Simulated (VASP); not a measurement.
# Te2Mo in VASP: a series of runs

The runs below take Te2Mo through single point, with PBEsol.

All numbers are computed with VASP 6.6.1; they aren't measurements. Logs are shortened: lines on timing, memory, paths and dates and some standing lists are left out, and cuts for length are marked.

### 1 The cell of the first run

The cell holds a slab with vacuum, 6 atoms: a = 3.560 Å, b = 3.560 Å, c = 24.811 Å, α = 90.00°, β = 90.00°, γ = 120.00°.

### 2 Single point, PBEsol

INCAR

```
SYSTEM = Te2Mo
  ALGO = Normal
  EDIFF = 1E-7
  ENCUT = 520
  GGA = PS
  ISIF = 2
  ISMEAR = -1
  LASPH = .TRUE.
  LCHARG = .FALSE.
  LREAL = .FALSE.
  LWAVE = .FALSE.
  NBANDS = 35
  NELM = 100
  PREC = Accurate
  SIGMA = 0.05
```

KPOINTS

```
k-points
0
G
  3 3 1
  0 0 0
```

POSCAR

```
Te2Mo
1.0
    3.5603920000      0.0000000000      0.0000000000
   -1.7801960000      3.0833900000      0.0000000000
    0.0000000000      0.0000000000     24.8112620000
Te Mo
4 2
Direct
    0.3333333333      0.6666666667      0.0793710000
    0.6666666667      0.3333333333      0.7763610000
    0.6666666667      0.3333333333      0.9206290000
    0.3333333333      0.6666666667      0.2236390000
    0.3333333333      0.6666666667      0.8484590000
    0.6666666667      0.3333333333      0.1515410000
```

Potentials or basis: VASP PAW PBE potentials, release 64 (Te, Mo_sv).

Run with:

```bash
cat potpaw_PBE.64/Te/POTCAR potpaw_PBE.64/Mo_sv/POTCAR > POTCAR
mpirun -np 1 vasp_std > vasp.out
```

OUTCAR:

```text
SYSTEM = Te2Mo
   EDIFF = 1E-7
   ENCUT = 520
   GGA = PS
   ISIF = 2
   ISMEAR = -1
   LASPH = .TRUE.
   LREAL = .FALSE.
   NELM = 100
   PREC = Accurate

 ion  position               nearest neighbor table
   1  0.333  0.667  0.079-   6 2.73   6 2.73   6 2.73   4 3.58
   2  0.667  0.333  0.776-   5 2.72   5 2.72   5 2.72   3 3.58
   3  0.667  0.333  0.921-   5 2.73   5 2.73   5 2.73   2 3.58
   4  0.333  0.667  0.224-   6 2.72   6 2.72   6 2.72   1 3.58
   5  0.333  0.667  0.848-   2 2.72   2 2.72   2 2.72   3 2.73   3 2.73   3 2.73
   6  0.667  0.333  0.152-   4 2.72   4 2.72   4 2.72   1 2.73   1 2.73   1 2.73

  LATTYP: Found a hexagonal cell.
 ALAT       =     3.5603920000
 C/A-ratio  =     6.9686882793

  Lattice vectors:

 A1 = (   3.5603920000,   0.0000000000,   0.0000000000)
 A2 = (  -1.7801960000,   3.0833900000,   0.0000000000)
 A3 = (   0.0000000000,   0.0000000000,  24.8112620000)

Analysis of symmetry for initial positions (statically):
=====================================================================
 Subroutine PRICEL returns:
 Original cell was already a primitive cell.

 Routine SETGRP: Setting up the symmetry group for a
 hexagonal supercell.

 Subroutine GETGRP returns: Found 12 space group operations
 (whereof 12 operations were pure point group operations)
 out of a pool of 24 trial point group operations.

The static configuration has the point symmetry D_3d.

Analysis of symmetry for dynamics (positions and initial velocities):
=====================================================================
 Subroutine PRICEL returns:
 Original cell was already a primitive cell.

 Routine SETGRP: Setting up the symmetry group for a
 hexagonal supercell.

 Subroutine GETGRP returns: Found 12 space group operations
 (whereof 12 operations were pure point group operations)
 out of a pool of 24 trial point group operations.

The dynamic configuration has the point symmetry D_3d.

 Subroutine INISYM returns: Found 12 space group operations
 (whereof 12 operations are pure point group operations),
 and found     1 'primitive' translations

----------------------------------------------------------------------------------------

                                     Primitive cell

  volume of cell :     272.3799

  direct lattice vectors                    reciprocal lattice vectors
     3.560392000  0.000000000  0.000000000     0.280867949  0.162159182  0.000000000
    -1.780196000  3.083390000  0.000000000     0.000000000  0.324318364  0.000000000
     0.000000000  0.000000000 24.811262000     0.000000000  0.000000000  0.040304278

  length of vectors
     3.560392000  3.560392070 24.811262000     0.324318370  0.324318364  0.040304278

  position of ions in fractional coordinates (direct lattice)
     0.333333333  0.666666667  0.079371000
     0.666666667  0.333333333  0.776361000
     0.666666667  0.333333333  0.920629000
     0.333333333  0.666666667  0.223639000
     0.333333333  0.666666667  0.848459000
     0.666666667  0.333333333  0.151541000

  ion indices of the primitive-cell ions
   primitive index   ion index
                 1           1
                 2           2
                 3           3
                 4           4
                 5           5
                 6           6

----------------------------------------------------------------------------------------

 KPOINTS: k-points

Automatic generation of k-mesh.
 Grid dimensions read from file:
 generate k-points for:    3    3    1

 Generating k-lattice:

  Cartesian coordinates                     Fractional coordinates (reciprocal lattice)
     0.093622650  0.054053061  0.000000000     0.333333333 -0.000000000  0.000000000
     0.000000000  0.108106121  0.000000000     0.000000000  0.333333333  0.000000000
     0.000000000  0.000000000  0.040304278     0.000000000  0.000000000  1.000000000

  Length of vectors
     0.108106123  0.108106121  0.040304278

  Shift w.r.t. Gamma in fractional coordinates (k-lattice)
     0.000000000  0.000000000  0.000000000

 Subroutine IBZKPT returns following result:
 ===========================================

 Found      3 irreducible k-points:

 Following reciprocal coordinates:
            Coordinates               Weight
  0.000000  0.000000  0.000000      1.000000
  0.333333  0.000000  0.000000      6.000000
  0.333333  0.333333  0.000000      2.000000
   k-points           NKPTS =      3   k-points in BZ     NKDIM =      3   number of bands    NBANDS=     35
   number of dos      NEDOS =    301   number of ions     NIONS =      6
   total plane-waves  NPLWV = 150528
   dimension x,y,z NGX =    28 NGY =   28 NGZ =  192
   dimension x,y,z NGXF=    56 NGYF=   56 NGZF=  384
   ions per type =               4   2
   NGX,Y,Z   is equivalent  to a cutoff of  13.07, 13.07, 12.86 a.u.
   NGXF,Y,Z  is equivalent  to a cutoff of  26.15, 26.15, 25.73 a.u.
 SYSTEM =  Te2Mo
   PREC   = accura    normal or accurate (medium, high low for compatibility)
   ISTART =      0    job   : 0-new  1-cont  2-samecut
   ICHARG =      2    charge: 1-file 2-atom 10-const
   ISPIN  =      1    spin polarized calculation?
   LNONCOLLINEAR =      F non collinear calculations
   LSORBIT =      F    spin-orbit coupling
   LASPH  =      T    aspherical Exc in radial PAW
   ENCUT  =  520.0 eV  38.22 Ry    6.18 a.u.   6.62  6.62 46.13*2*pi/ulx,y,z
   NELM   =    100;   NELMIN=  2; NELMDL= -5     # of ELM steps
   EDIFF  = 0.1E-06   stopping-criterion for ELM
   LREAL  =      F    real-space projection
   EDIFFG = 0.1E-05   stopping-criterion for IOM
   NSW    =      0    number of steps for IOM
   IBRION =     -1    ionic relax: 0-MD 1-quasi-New 2-CG
   NFREE  =      0    steps in history (QN), initial steepest desc. (CG)
   ISIF   =      2    stress and relaxation
   ISYM   =      2    0-nonsym 1-usesym 2-fastsym
   POTIM  = 0.5000    time-step for ionic-motion
   TEBEG  =    0.0;   TEEND  =   0.0 temperature during run
   PSTRESS=    0.0 pullay stress
   NELECT =      52.0000    total number of electrons
   NUPDOWN=      -1.0000    fix difference up-down
   EMIN   =  10.00;   EMAX   =-10.00  energy-range for DOS
[... 5 lines left out ...]
     AMIX     =   0.40;   BMIX     =  1.00
     AMIX_MAG =   1.60;   BMIX_MAG =  1.00
  volume/ion in A,a.u.               =      45.40       306.35
  Fermi-wavevector in a.u.,A,eV,Ry     =   0.942651  1.781352 12.090012  0.888591
  Thomas-Fermi vector in A             =   2.070281
   LORBIT       =      0    0 simple, 1 ext, 2 COOP (PROOUT), +10 PAW based schemes
   GGA     = PS    functional components
   LHFCALC =     F    Hartree Fock is set to
   AEXX    =    0.0000 exact exchange contribution
   IVDW    =     0    specifies the selected vdW correction
   LEPSILON=     F    determine dielectric tensor
   LRPA    =     F    only Hartree local field effects (RPA)
 non-spin polarized calculation
  energy-cutoff  :      520.00
  volume of cell :      272.38
 maximum number of plane-waves:      7365
 NGX is ok and might be reduce to    28
   NGX = 13   NGY = 13   NGZ = 93

 number of electron      52.0000000 magnetization

 Free energy of the ion-electron system (eV)
  ---------------------------------------------------
  ext. energy  EPLUGINS =         0.00000000
  ---------------------------------------------------
  free energy    TOTEN  =       -39.46759035 eV

  energy without entropy =      -39.46754271  energy(sigma->0) =      -39.46756653

 E-fermi :   2.6976     XC(G=0):  -6.3798

 val. band max:        2.2223755822   @ k =   0.3333   0.3333   0.0000
 cond. band min:       3.1935451948   @ k =   0.3333   0.3333   0.0000
 fundamental gap:      0.9711696126
 Fermi energy:         2.6976410210

 k-point     1 :       0.0000    0.0000    0.0000
  band No.  band energies     occupation
      1     -58.3355      2.00000
      2     -58.3355      2.00000
      3     -32.5994      2.00000
      4     -32.5994      2.00000
      5     -32.3766      2.00000
      6     -32.3766      2.00000
[... 27 lines left out ...]
     34       5.4725      0.00000
     35       6.4380      0.00000

 k-point     2 :       0.3333    0.0000    0.0000
  band No.  band energies     occupation
      1     -58.3292      2.00000
      2     -58.3292      2.00000
      3     -32.5799      2.00000
      4     -32.5799      2.00000
      5     -32.4644      2.00000
      6     -32.4644      2.00000
[... 27 lines left out ...]
     34       5.7941      0.00000
     35       7.4440      0.00000

 k-point     3 :       0.3333    0.3333    0.0000
  band No.  band energies     occupation
      1     -58.3261      2.00000
      2     -58.3261      2.00000
      3     -32.5702      2.00000
      4     -32.5702      2.00000
      5     -32.4658      2.00000
      6     -32.4658      2.00000
[... 27 lines left out ...]
     34       6.1039      0.00000
     35       6.8862      0.00000

------------------------ aborting loop because EDIFF is reached ----------------------------------------

  FORCE on cell =-STRESS in cart. coord.  units (eV):
  Direction    XX          YY          ZZ          XY          YZ          ZX
  --------------------------------------------------------------------------------------
  -------------------------------------------------------------------------------------
  Total       -3.4195177     -3.4195178     -2.5021212     -0.0000000      0.0000000     -0.0000000
  in kB      -20.1140859    -20.1140870    -14.7178305     -0.0000000      0.0000000     -0.0000000
  external PRESSURE =     -18.3153345 kB  Pullay stress =       0.0000000 kB

 VOLUME and BASIS-vectors are now :
 -----------------------------------------------------------------------------
  energy-cutoff  :      520.00
  volume of cell :      272.38
      direct lattice vectors                 reciprocal lattice vectors
     3.560392000  0.000000000  0.000000000     0.280867949  0.162159182  0.000000000
    -1.780196000  3.083390000  0.000000000     0.000000000  0.324318364  0.000000000
     0.000000000  0.000000000 24.811262000     0.000000000  0.000000000  0.040304278

 POSITION                                       TOTAL-FORCE (eV/Angst)
 -----------------------------------------------------------------------------------
     -0.00000      2.05559      1.96929         0.000000     -0.000000      0.264619
      1.78020      1.02780     19.26250         0.000000      0.000000      0.321314
      1.78020      1.02780     22.84197         0.000000      0.000000     -0.264619
     -0.00000      2.05559      5.54877        -0.000000     -0.000000     -0.321314
     -0.00000      2.05559     21.05134        -0.000000      0.000000     -0.005851
      1.78020      1.02780      3.75992        -0.000000      0.000000      0.005851
 -----------------------------------------------------------------------------------
    total drift:                                0.000000      0.000000      0.000000

  FREE ENERGIE OF THE ION-ELECTRON SYSTEM (eV)
  ---------------------------------------------------
  free  energy   TOTEN  =       -39.4675903469 eV

  energy  without entropy=      -39.4675427103  energy(sigma->0) =      -39.46756653
```

Wall time 87 s (1 thread of Intel Xeon Platinum 8259CL at 2.50GHz (Skylake/Cascade Lake), shared host); peak memory 0.36 GiB.

What came out:

- Free energy: -39.4676 eV
- Largest force: 0.321 eV/Å
- Band gap on the k mesh: 0.97 eV, direct

Forces in eV/Å, atoms in the order of the input:
```
Te   0.000  0.000  0.265
Te   0.000  0.000  0.321
Te   0.000  0.000 -0.265
Te   0.000  0.000 -0.321
Mo   0.000  0.000 -0.006
Mo   0.000  0.000  0.006
```

Caveat: the k points lie up to 0.68 Å⁻¹ apart; the PAW data sets were made with another functional, which shifts forces and pressure a little; spin-orbit coupling is left out, which moves the levels of the heavy elements.

### 3 Single point, PBEsol

INCAR

```
ALGO     = Normal         # electronic algorithm
EDIFF    = 1E-7           # SCF threshold, eV
ENCUT    = 520            # plane-wave cutoff, eV
GGA      = PS             # functional
ISIF     = 2              # what is computed and relaxed
ISMEAR   = -1             # smearing method
LASPH    = True           # aspherical terms in the spheres
LCHARG   = False          # write CHGCAR
LREAL    = False          # projectors in reciprocal space
LWAVE    = False          # write WAVECAR
NBANDS   = 35             # bands
NELM     = 100            # most SCF steps
PREC     = Accurate       # precision mode
SIGMA    = 0.05           # smearing width, eV
```

KPOINTS

```
k-points
0
Gamma
  5 5 1
```

POSCAR is that of step 2.

Potentials or basis: VASP PAW PBE potentials, release 64 (Te, Mo_sv).

Run with:

```bash
cat potpaw_PBE.64/Te/POTCAR potpaw_PBE.64/Mo_sv/POTCAR > POTCAR
mpirun -np 1 vasp_std > vasp.out
```

Run time: 1.9 min. Hardware: 1 thread of Intel Xeon Platinum 8259CL at 2.50GHz (Skylake/Cascade Lake), shared host; peak memory 0.38 GiB.

It converged, with:

| Property | Result |
| --- | --- |
| Free energy | -39.2201 eV |
| Largest force | 0.141 eV/Å |
| Band gap on the k mesh | 1.25 eV, indirect (least direct gap 1.41 eV) |

Forces on the atoms (eV/Å):
```
Te   0.000  0.000  0.075
Te   0.000  0.000  0.141
Te   0.000  0.000 -0.075
Te   0.000  0.000 -0.141
Mo   0.000  0.000  0.006
Mo   0.000  0.000 -0.006
```

Levels at points of the mesh, in eV from the valence-band top:
```tsv
k point	band 24	band 25	band 26	band 27	band 28	band 29
(0.00, 0.00, 0.00)	-0.81	-0.40	0.00	3.15	3.15	3.17
```

Caveat: the PAW data sets were made with another functional, which shifts forces and pressure a little; spin-orbit coupling is left out, which moves the levels of the heavy elements.
